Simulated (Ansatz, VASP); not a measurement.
## One calculation of AlFe, two programs

```
Fe Al
1.0
     2.96707    0.00000    0.00000
     0.00000    2.96707    0.00000
     0.00000    0.00000    2.96707
Fe Al
1 1
Direct
  0.50000 0.50000 0.50000
  0.00000 0.00000 0.00000
```

Alike in both runs: task single point; functional LDA; k mesh 9 × 9 × 9; occupations fermi-dirac, width 0.05 eV; collinear spin.

|  | VASP | Ansatz |
| --- | --- | --- |
| version | VASP 6.6.1 | Ansatz 0.2.0 |
| potentials or method | VASP PAW LDA potentials, release 64 (Fe, Al) | Ansatz PAW |
| plane-wave cutoff (eV) | 520 | 420 |
| valence electrons in the cell | 11 | 19 |

Ansatz gave:

- gap on the k mesh at the Fermi level (eV): none
- pressure (GPa): -23.0
- net moment per atom (μB): 0.34
- size of the moment on the site where the two differ most (μB): 0.72

What did VASP give for the same quantities?

gap on the k mesh at the Fermi level (eV): none; pressure (GPa): -22.8; net moment per atom (μB): 0.32; size of the moment on the site where the two differ most (μB): 0.68.

LDA's correlation is that of Perdew and Zunger in VASP and of Perdew and Wang (1992) in Ansatz. Site moments also hang on the region over which each program counts them. A gap of «none» marks a metal or a gap that the smearing closes. VASP's potentials hold 11 valence electrons a cell and Ansatz's 19, so a difference there can come from the potentials and not from the codes.
